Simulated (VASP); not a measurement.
# CoSi2: single point with PBEsol+D3(BJ)

The system is CoSi2.

```
CELL_PARAMETERS angstrom
0.00000 2.68250 2.68250
2.68250 0.00000 2.68250
2.68250 2.68250 0.00000
ATOMIC_POSITIONS crystal
Co 0.00000 0.00000 0.00000
Si 0.25000 0.25000 0.25000
Si 0.75000 0.75000 0.75000
```

- Program: VASP 6.6.1
- Task: single point
- Functional: PBEsol
- Dispersion: D3(BJ)
- Potentials or basis: VASP PAW PBE potentials, release 64 (Co, Si)
- Cutoff: 520 eV
- k mesh: 8 × 8 × 8
- Occupations: gaussian, width 0.05 eV
- Spin: collinear spin, ferromagnetic start
- Starting moments: [0.05, 0.0, 0.0] μB

```
Pressure                                              : -10.0 GPa
Net moment                                            : 0.00 μB per cell
Valence electrons inside the program's atomic spheres : Co 8.86; Si 1.58
Dispersion energy per atom                            : -0.385 eV
```

Levels at points of the mesh, in eV from the Fermi level:
Spin up:
```csv
k point,band 5,band 6,band 7,band 8,band 9,band 10,band 11,band 12,band 13,band 14
"(0.00, 0.00, 0.00)",-1.86,-1.86,0.76,3.43,3.43,3.43,3.45,3.45,3.45,5.65
"(0.50, 0.00, 0.00)",-2.15,-1.59,-1.59,-0.44,-0.44,2.65,3.43,3.43,4.33,10.35
"(0.50, 0.50, 0.00)",-3.62,-1.93,-1.93,-1.88,-1.28,1.59,2.90,8.60,9.56,9.56
```
Spin down:
```csv
k point,band 7,band 8,band 9,band 10,band 11,band 12
"(0.00, 0.00, 0.00)",0.76,3.43,3.43,3.43,3.45,3.45
"(0.50, 0.00, 0.00)",-1.59,-0.44,-0.44,2.66,3.43,3.43
"(0.50, 0.50, 0.00)",-1.93,-1.88,-1.28,1.59,2.90,8.60
```

Run time: 96 s on 1 thread of AMD EPYC 7R13, on a shared host, peak memory 0.17 GiB.

Caveat: the PAW data sets were made with another functional, which shifts forces and pressure a little; pairwise dispersion overbinds metals, which lowers pressure and volume.
